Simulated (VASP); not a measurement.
# Bi (R-3m) in VASP: further runs

Bi is run at these levels: LDA; tasks: single point, relaxation of cell and atoms.

All numbers are computed with VASP 6.6.1; they aren't measurements. Logs are shortened: lines on timing, memory, paths and dates and some standing lists are left out, and cuts for length are marked.

## Step 1: The cell of the first run

The structure is trigonal, space group R-3m (No. 166). Conventional cell: a = 4.493 Å, b = 4.493 Å, c = 11.499 Å, α = 90.00°, β = 90.00°, γ = 120.00°. Bi (site symmetry 3m) has 6 Bi at 3.06 to 3.41 Å within 4.0 Å.

## Step 2: Single point, LDA

INCAR reads:

```
PREC = Accurate ; ENCUT = 520
EDIFF = 1E-6 ; ISMEAR = 0
SIGMA = 0.1 ; LREAL = F
LASPH = T ; NELM = 60
ALGO = Fast ; ISIF = 2
LWAVE = F ; LCHARG = F
NBANDS = 22
```

KPOINTS reads:

```
regular mesh
0
Gamma
  12 12 12
```

POSCAR reads:

```
Bi
1.0
    2.2466396786      1.2970980232      3.8331426476
   -2.2466396786      1.2970980232      3.8331426476
    0.0000000000     -2.5941960465      3.8331426476
Bi
2
Direct
    0.2371891527      0.2371891527      0.2371891527
    0.7628108473      0.7628108473      0.7628108473
```

Potentials or basis: VASP PAW LDA potentials, release 64 (Bi_d).

On the command line:

```
$ cat potpaw_LDA.64/Bi_d/POTCAR > POTCAR
$ mpirun -np 1 vasp_std > vasp.out
```

OUTCAR:

```text
PREC = Accurate
   ENCUT = 520
   EDIFF = 1E-6
   ISMEAR = 0
   LREAL = F
   LASPH = T
   NELM = 60
   ISIF = 2

 ion  position               nearest neighbor table
   1  0.237  0.237  0.237-   2 3.06   2 3.06   2 3.06   2 3.41   2 3.41   2 3.41
   2  0.763  0.763  0.763-   1 3.06   1 3.06   1 3.06   1 3.41   1 3.41   1 3.41

  LATTYP: Found a trigonal (rhomboedric) cell.
 ALAT       =     4.6284809262
 COS(alpha) =     0.5287841516

  Lattice vectors:

 A1 = (   2.2466396786,   1.2970980232,   3.8331426476)
 A2 = (  -2.2466396786,   1.2970980232,   3.8331426476)
 A3 = (   0.0000000000,  -2.5941960465,   3.8331426476)

Analysis of symmetry for initial positions (statically):
=====================================================================
 Subroutine PRICEL returns:
 Original cell was already a primitive cell.

 Routine SETGRP: Setting up the symmetry group for a
 trigonal (rhombohedral) supercell.

 Subroutine GETGRP returns: Found 12 space group operations
 (whereof 12 operations were pure point group operations)
 out of a pool of 12 trial point group operations.

The static configuration has the point symmetry D_3d.

Analysis of symmetry for dynamics (positions and initial velocities):
=====================================================================
 Subroutine PRICEL returns:
 Original cell was already a primitive cell.

 Routine SETGRP: Setting up the symmetry group for a
 trigonal (rhombohedral) supercell.

 Subroutine GETGRP returns: Found 12 space group operations
 (whereof 12 operations were pure point group operations)
 out of a pool of 12 trial point group operations.

The dynamic configuration has the point symmetry D_3d.

 Subroutine INISYM returns: Found 12 space group operations
 (whereof 12 operations are pure point group operations),
 and found     1 'primitive' translations

----------------------------------------------------------------------------------------

                                     Primitive cell

  volume of cell :      67.0212

  direct lattice vectors                    reciprocal lattice vectors
     2.246639679  1.297098023  3.833142648     0.222554602  0.128491959  0.086960848
    -2.246639679  1.297098023  3.833142648    -0.222554602  0.128491959  0.086960848
     0.000000000 -2.594196047  3.833142648     0.000000000 -0.256983919  0.086960848

  length of vectors
     4.628480926  4.628480926  4.628480926     0.271298588  0.271298588  0.271298588

  position of ions in fractional coordinates (direct lattice)
     0.237189153  0.237189153  0.237189153
     0.762810847  0.762810847  0.762810847

  ion indices of the primitive-cell ions
   primitive index   ion index
                 1           1
                 2           2

----------------------------------------------------------------------------------------

 KPOINTS: regular mesh

Automatic generation of k-mesh.
 Grid dimensions read from file:
 generate k-points for:   12   12   12

 Generating k-lattice:

  Cartesian coordinates                     Fractional coordinates (reciprocal lattice)
     0.018546217  0.010707663  0.007246737     0.083333333  0.000000000  0.000000000
    -0.018546217  0.010707663  0.007246737     0.000000000  0.083333333  0.000000000
     0.000000000 -0.021415327  0.007246737     0.000000000  0.000000000  0.083333333

  Length of vectors
     0.022608216  0.022608216  0.022608216

  Shift w.r.t. Gamma in fractional coordinates (k-lattice)
     0.000000000  0.000000000  0.000000000

 Subroutine IBZKPT returns following result:
 ===========================================

 Found    189 irreducible k-points:

 Following reciprocal coordinates:
            Coordinates               Weight
  0.000000  0.000000  0.000000      1.000000
  0.083333 -0.000000 -0.000000      6.000000
  0.166667  0.000000  0.000000      6.000000
  0.250000 -0.000000 -0.000000      6.000000
  0.333333  0.000000 -0.000000      6.000000
  0.416667 -0.000000 -0.000000      6.000000
[... 16 lines left out ...]
  0.500000  0.166667 -0.000000     12.000000
 -0.416667  0.166667  0.000000     12.000000
 [... further k-points ...]
   k-points           NKPTS =    189   k-points in BZ     NKDIM =    189   number of bands    NBANDS=     22
   number of dos      NEDOS =    301   number of ions     NIONS =      2
   total plane-waves  NPLWV =  46656
   dimension x,y,z NGX =    36 NGY =   36 NGZ =   36
   dimension x,y,z NGXF=    72 NGYF=   72 NGZF=   72
   ions per type =               2
   NGX,Y,Z   is equivalent  to a cutoff of  12.93, 12.93, 12.93 a.u.
   NGXF,Y,Z  is equivalent  to a cutoff of  25.86, 25.86, 25.86 a.u.
 SYSTEM =  unknown system
   PREC   = accura    normal or accurate (medium, high low for compatibility)
   ISTART =      0    job   : 0-new  1-cont  2-samecut
   ICHARG =      2    charge: 1-file 2-atom 10-const
   ISPIN  =      1    spin polarized calculation?
   LNONCOLLINEAR =      F non collinear calculations
   LSORBIT =      F    spin-orbit coupling
   LASPH  =      T    aspherical Exc in radial PAW
   ENCUT  =  520.0 eV  38.22 Ry    6.18 a.u.   8.61  8.61  8.61*2*pi/ulx,y,z
   NELM   =     60;   NELMIN=  2; NELMDL= -5     # of ELM steps
   EDIFF  = 0.1E-05   stopping-criterion for ELM
   LREAL  =      F    real-space projection
   EDIFFG = 0.1E-04   stopping-criterion for IOM
   NSW    =      0    number of steps for IOM
   IBRION =     -1    ionic relax: 0-MD 1-quasi-New 2-CG
   NFREE  =      0    steps in history (QN), initial steepest desc. (CG)
   ISIF   =      2    stress and relaxation
   ISYM   =      2    0-nonsym 1-usesym 2-fastsym
   POTIM  = 0.5000    time-step for ionic-motion
   TEBEG  =    0.0;   TEEND  =   0.0 temperature during run
   PSTRESS=    0.0 pullay stress
   NELECT =      30.0000    total number of electrons
   NUPDOWN=      -1.0000    fix difference up-down
   EMIN   =  10.00;   EMAX   =-10.00  energy-range for DOS
   EFERMI =   0.00;   METHOD = LEGACY
   ISMEAR =     0;   SIGMA  =   0.10  broadening in eV -4-tet -1-fermi 0-gaus
   EFERMI_NEDOS =   21; number of points for ismear=-14 and -15
   IALGO  =     68    algorithm
   IMIX   =      4    mixing-type and parameters
     AMIX     =   0.40;   BMIX     =  1.00
     AMIX_MAG =   1.60;   BMIX_MAG =  1.00
  volume/ion in A,a.u.               =      33.51       226.14
  Fermi-wavevector in a.u.,A,eV,Ry     =   1.252308  2.366519 21.337676  1.568275
  Thomas-Fermi vector in A             =   2.386214
   LORBIT       =      0    0 simple, 1 ext, 2 COOP (PROOUT), +10 PAW based schemes
   GGA     = CA    functional components
   LHFCALC =     F    Hartree Fock is set to
   AEXX    =    0.0000 exact exchange contribution
   IVDW    =     0    specifies the selected vdW correction
   LEPSILON=     F    determine dielectric tensor
   LRPA    =     F    only Hartree local field effects (RPA)
 non-spin polarized calculation
 RMM-DIIS sequential band-by-band and
 Gauss-broadening in eV      SIGMA  =   0.10
  energy-cutoff  :      520.00
  volume of cell :       67.02
 maximum number of plane-waves:      1835
   NGX = 17   NGY = 17   NGZ = 17

 number of electron      30.0000008 magnetization

 Free energy of the ion-electron system (eV)
  ---------------------------------------------------
  ext. energy  EPLUGINS =         0.00000000
  ---------------------------------------------------
  free energy    TOTEN  =        -9.12582285 eV

  energy without entropy =       -9.12468391  energy(sigma->0) =       -9.12525338

 E-fermi :   6.6515     XC(G=0): -10.0327

 val. band max:        6.6056376698   @ k =   0.2500   0.1667   0.0833
 cond. band min:       6.6533815337   @ k =   0.4167   0.0833   0.0833
 fundamental gap:      0.0477438640
 Fermi energy:         6.6515448507

 k-point     1 :       0.0000    0.0000    0.0000
  band No.  band energies     occupation
      1     -16.2986      2.00000
      2     -16.2986      2.00000
      3     -16.1266      2.00000
      4     -16.1266      2.00000
      5     -16.1150      2.00000
      6     -15.9164      2.00000
[... 14 lines left out ...]
     21      12.3518      0.00000
     22      12.9598      0.00000

 k-point     2 :       0.0833   -0.0000   -0.0000
  band No.  band energies     occupation
      1     -16.2920      2.00000
      2     -16.2910      2.00000
      3     -16.1237      2.00000
      4     -16.1223      2.00000
      5     -16.1111      2.00000
      6     -15.9200      2.00000
[... 14 lines left out ...]
     21      12.4358      0.00000
     22      13.6272      0.00000

 k-point     3 :       0.1667    0.0000    0.0000
  band No.  band energies     occupation
      1     -16.2729      2.00000
      2     -16.2688      2.00000
      3     -16.1155      2.00000
      4     -16.1098      2.00000
      5     -16.0993      2.00000
      6     -15.9313      2.00000
[... 14 lines left out ...]
     21      12.7589      0.00000
     22      14.8541      0.00000

 k-point     4 :       0.2500   -0.0000   -0.0000
  band No.  band energies     occupation
      1     -16.2435      2.00000
      2     -16.2334      2.00000
      3     -16.1037      2.00000
      4     -16.0903      2.00000
      5     -16.0802      2.00000
      6     -15.9511      2.00000
[... 14 lines left out ...]
     21      13.3532      0.00000
     22      16.3474      0.00000

 k-point     5 :       0.3333    0.0000   -0.0000
  band No.  band energies     occupation
      1     -16.2084      2.00000
      2     -16.1876      2.00000
      3     -16.0904      2.00000
      4     -16.0659      2.00000
      5     -16.0554      2.00000
      6     -15.9795      2.00000
[... 417 lines left out ...]
 k-point    22 :       0.4167    0.1667    0.0000
  band No.  band energies     occupation
      1     -16.2340      2.00000
      2     -16.1335      2.00000
      3     -16.0940      2.00000
      4     -16.0658      2.00000
      5     -16.0294      2.00000
      6     -16.0033      2.00000
[... 14 lines left out ...]
     21      15.7726      0.00000
     22      16.2049      0.00000

 k-point    23 :       0.5000    0.1667   -0.0000
  band No.  band energies     occupation
      1     -16.2042      2.00000
      2     -16.1139      2.00000
      3     -16.0691      2.00000
      4     -16.0617      2.00000
      5     -16.0283      2.00000
      6     -16.0064      2.00000
[... 14 lines left out ...]
     21      15.8170      0.00000
     22      16.1745      0.00000

 k-point    24 :      -0.4167    0.1667    0.0000
  band No.  band energies     occupation
      1     -16.1982      2.00000
      2     -16.0931      2.00000
      3     -16.0714      2.00000
      4     -16.0546      2.00000
      5     -16.0309      2.00000
      6     -16.0155      2.00000
[... 14 lines left out ...]
     21      14.7148      0.00000
     22      16.9992      0.00000

 [... further k-points ...]

------------------------ aborting loop because EDIFF is reached ----------------------------------------

  FORCE on cell =-STRESS in cart. coord.  units (eV):
  Direction    XX          YY          ZZ          XY          YZ          ZX
  --------------------------------------------------------------------------------------
  -------------------------------------------------------------------------------------
  Total        0.0361908      0.0361908      0.0213824      0.0000000     -0.0000000      0.0000000
  in kB        0.8651586      0.8651586      0.5111567      0.0000000     -0.0000000      0.0000000
  external PRESSURE =       0.7471580 kB  Pullay stress =       0.0000000 kB

 VOLUME and BASIS-vectors are now :
 -----------------------------------------------------------------------------
  energy-cutoff  :      520.00
  volume of cell :       67.02
      direct lattice vectors                 reciprocal lattice vectors
     2.246639679  1.297098023  3.833142648     0.222554602  0.128491959  0.086960848
    -2.246639679  1.297098023  3.833142648    -0.222554602  0.128491959  0.086960848
     0.000000000 -2.594196047  3.833142648     0.000000000 -0.256983919  0.086960848

 POSITION                                       TOTAL-FORCE (eV/Angst)
 -----------------------------------------------------------------------------------
      0.00000     -0.00000      2.72754         0.000000     -0.000000      0.019987
      0.00000     -0.00000      8.77189         0.000000      0.000000     -0.019987
 -----------------------------------------------------------------------------------
    total drift:                                0.000000      0.000000     -0.000000

  FREE ENERGIE OF THE ION-ELECTRON SYSTEM (eV)
  ---------------------------------------------------
  free  energy   TOTEN  =        -9.1258228474 eV

  energy  without entropy=       -9.1246839132  energy(sigma->0) =       -9.12525338
```

Run time: 7.3 min. Hardware: 1 thread of AMD EPYC 7R13, shared host; peak memory 0.3 GiB.

What came out:

* Free energy: -9.1258 eV
* Pressure: 0.1 GPa
* Largest force: 0.020 eV/Å
* Band gap on the k mesh: zero (bands 15 and 16 overlap by 0.19 eV)

Forces on the atoms (eV/Å):
```
Bi   0.000  0.000  0.020
Bi   0.000  0.000 -0.020
```

Levels at points of the mesh, in eV from the Fermi level:
```csv
k point,band 12,band 13,band 14,band 15,band 16,band 17,band 18,band 19
"(0.00, 0.00, 0.00)",-7.31,-1.55,-1.32,-1.32,2.78,3.08,3.08,5.55
"(0.50, 0.00, 0.00)",-10.75,-1.14,-1.04,-0.29,-0.24,0.35,0.74,7.81
"(0.50, 0.50, 0.00)",-9.44,-5.02,-3.23,-3.12,2.42,5.15,5.47,7.17
"(0.50, 0.50, 0.50)",-10.25,-0.84,-0.56,-0.56,0.46,0.46,0.58,7.37
```

Caveat: spin-orbit coupling is left out, which moves the levels of the heavy elements.

## Step 3: Relaxation of cell and atoms, LDA

This run uses another cell than the first one, of 34.56 Å³/atom.

INCAR reads:

```
PREC     = Accurate       # precision mode
ENCUT    = 600            # plane-wave cutoff, eV
EDIFF    = 1E-6           # SCF threshold, eV
ISMEAR   = 0              # smearing method
SIGMA    = 0.1            # smearing width, eV
LREAL    = False          # projectors in reciprocal space
LASPH    = True           # aspherical terms in the spheres
NELM     = 80             # most SCF steps
ALGO     = Fast           # electronic algorithm
ISIF     = 3              # what is computed and relaxed
LWAVE    = False          # write WAVECAR
LCHARG   = False          # write CHGCAR
GGA      = CA             # functional
IBRION   = 2              # ionic algorithm
NSW      = 70             # ionic steps
EDIFFG   = -0.005         # ionic threshold
```

KPOINTS is that of step 2.

POSCAR reads:

```
Bi
1.0
    2.2673427635      1.3090509548      3.8817323288
   -2.2673427635      1.3090509548      3.8817323288
    0.0000000000     -2.6181019097      3.8817323288
Bi
2
Direct
    0.2371283426      0.2371283426      0.2371283426
    0.7628716574      0.7628716574      0.7628716574
```

Potentials or basis: VASP PAW LDA potentials, release 64 (Bi_d).

On the command line:

```
$ cat potpaw_LDA.64/Bi_d/POTCAR > POTCAR
$ mpirun -np 1 vasp_std > vasp.out
```

OUTCAR:

```text
PREC = Accurate
   ENCUT = 600
   EDIFF = 1E-6
   ISMEAR = 0
   LREAL = False
   LASPH = True
   NELM = 80
   ISIF = 3
   GGA = CA
   IBRION = 2
   NSW = 70
   EDIFFG = -0.005

 ion  position               nearest neighbor table
   1  0.237  0.237  0.237-   2 3.09   2 3.09   2 3.09   2 3.45   2 3.45   2 3.45
   2  0.763  0.763  0.763-   1 3.09   1 3.09   1 3.09   1 3.45   1 3.45   1 3.45

  LATTYP: Found a trigonal (rhomboedric) cell.
 ALAT       =     4.6821259575
 COS(alpha) =     0.5309942487

  Lattice vectors:

 A1 = (   2.2673427635,   1.3090509548,   3.8817323288)
 A2 = (  -2.2673427635,   1.3090509548,   3.8817323288)
 A3 = (   0.0000000000,  -2.6181019097,   3.8817323288)

Analysis of symmetry for initial positions (statically):
=====================================================================
 Subroutine PRICEL returns:
 Original cell was already a primitive cell.

 Routine SETGRP: Setting up the symmetry group for a
 trigonal (rhombohedral) supercell.

 Subroutine GETGRP returns: Found 12 space group operations
 (whereof 12 operations were pure point group operations)
 out of a pool of 12 trial point group operations.

The static configuration has the point symmetry D_3d.

[... 159 lines left out ...]
  ext. energy  EPLUGINS =         0.00000000
  ---------------------------------------------------
  free energy    TOTEN  =        -9.11763482 eV

  energy without entropy =       -9.11645552  energy(sigma->0) =       -9.11704517

 E-fermi :   6.2665     XC(G=0):  -9.8902

 val. band max:        6.2567096044   @ k =   0.4167   0.0833   0.0833
 cond. band min:       6.3533159011   @ k =   0.4167   0.0000  -0.0000
 fundamental gap:      0.0966062967
 Fermi energy:         6.2665246471

 k-point     1 :       0.0000    0.0000    0.0000
  band No.  band energies     occupation
      1     -16.6107      2.00000
      2     -16.6107      2.00000
      3     -16.4535      2.00000
      4     -16.4535      2.00000
      5     -16.4434      2.00000
      6     -16.2642      2.00000
[... 620 lines left out ...]
  FREE ENERGIE OF THE ION-ELECTRON SYSTEM (eV)
  ---------------------------------------------------
  free  energy   TOTEN  =        -9.1261061144 eV

  energy  without entropy=       -9.1249662709  energy(sigma->0) =       -9.12553619

[... ionic steps 4 to 7 ...]

--------------------------------------- Ionic step        8  -------------------------------------------

 number of electron      29.9999997 magnetization

------------------------ aborting loop because EDIFF is reached ----------------------------------------
[... 67 lines left out ...]
--------------------------------------- Ionic step       10  -------------------------------------------

 number of electron      29.9999997 magnetization

 Free energy of the ion-electron system (eV)
  ---------------------------------------------------
  ext. energy  EPLUGINS =         0.00000000
  ---------------------------------------------------
  free energy    TOTEN  =        -9.12630243 eV

  energy without entropy =       -9.12515621  energy(sigma->0) =       -9.12572932

 E-fermi :   6.6232     XC(G=0): -10.0235

 val. band max:        6.6231896599   @ k =   0.4167   0.0833   0.0833
 cond. band min:       6.7186051540   @ k =   0.4167   0.0000  -0.0000
 fundamental gap:      0.0954154941
 Fermi energy:         6.6232090983

 k-point     1 :       0.0000    0.0000    0.0000
  band No.  band energies     occupation
      1     -16.3204      2.00000
      2     -16.3204      2.00000
      3     -16.1500      2.00000
      4     -16.1500      2.00000
      5     -16.1386      2.00000
      6     -15.9419      2.00000
[... 548 lines left out ...]
  FREE ENERGIE OF THE ION-ELECTRON SYSTEM (eV)
  ---------------------------------------------------
  free  energy   TOTEN  =        -9.1263024288 eV

  energy  without entropy=       -9.1251562057  energy(sigma->0) =       -9.12572932

 reached required accuracy - stopping structural energy minimisation
```

Wall time 63 min (1 thread of AMD EPYC 7R13, shared host); peak memory 0.35 GiB.

What came out:

- Free energy: -9.1263 eV
- Relaxed volume: 33.58 Å³/atom
- Relaxed cell: a = 4.629 Å, b = 4.629 Å, c = 4.629 Å, α = 58.16°, β = 58.16°, γ = 58.16°
- Space group after relaxing (to 0.1 Å): R-3m (No. 166)
- Energy gained by relaxing: 4.3 meV/atom
- Ionic steps: 10
- Pressure after relaxing: 0.0 GPa
- Band gap on the k mesh: zero (bands 15 and 16 overlap by 0.19 eV)

The path:
| step | energy change (eV) | largest force (eV/Å) | pressure (GPa) | volume (Å³) |
| --- | --- | --- | --- | --- |
| 1 | 0.0000 | 0.0962 | -1.37 | 69.13 |
| 2 | -0.0051 | 0.1069 | 0.96 | 66.22 |
| 3 | -0.0085 | 0.0225 | 0.00 | 67.30 |
| 4 | -0.0085 | 0.0195 | -0.02 | 67.34 |
| 5 | -0.0085 | 0.0140 | -0.04 | 67.31 |
| 6 | -0.0086 | 0.0018 | -0.06 | 67.23 |
| 7 | -0.0086 | 0.0179 | -0.01 | 67.07 |
| 8 | -0.0087 | 0.0110 | 0.03 | 67.19 |
| 9 | -0.0087 | 0.0109 | -0.04 | 67.13 |
| 10 | -0.0087 | 0.0012 | 0.00 | 67.16 |

Final structure:
```xyz
2
Lattice="2.2497 1.2988 3.8310 -2.2497 1.2988 3.8310 0.0000 -2.5977 3.8310" Properties=species:S:1:pos:R:3 pbc="T T T"
Bi    0.0000    0.0000    2.7282
Bi    0.0000    0.0000    8.7648
```

Caveat: spin-orbit coupling is left out, which moves the levels of the heavy elements. Zero-point motion and thermal expansion aren't in these numbers.

The gap in the log of VASP goes by the Fermi energy; the results here count the filled bands.